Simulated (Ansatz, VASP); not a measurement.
One calculation of Rh, two programs

```
Rh
1.0
     0.00000    1.88999    1.88999
     1.88999    0.00000    1.88999
     1.88999    1.88999    0.00000
Rh
1
Direct
  0.00000 0.00000 0.00000
```

Alike in both runs: functional PBEsol; k mesh 18 × 18 × 18; occupations gaussian, width 0.1 eV; no spin polarisation.

Ansatz relaxed the structure, and its values are those at the end. VASP's run is a single point on that final structure, the one shown.

|  | VASP | Ansatz |
| --- | --- | --- |
| version | VASP 6.6.1 | Ansatz 0.2.0 |
| potentials or method | VASP PAW PBE potentials, release 64 (Rh_pv), cutoff 520 eV | scalar-relativistic, plane waves, PAW |
| valence electrons in the cell | 15 | 17 |

|  | VASP | Ansatz | Ansatz less VASP |
| --- | --- | --- | --- |
| gap on the k mesh at the Fermi level (eV) | none | none | - |
| pressure (GPa) | -0.1 | 0.0 | +0.07 |

VASP's potentials were made for PBE, not for PBEsol. A gap of «none» marks a metal or a gap that the smearing closes. VASP's potentials hold 15 valence electrons a cell and Ansatz's 17, so a difference there can come from the potentials and not from the codes.
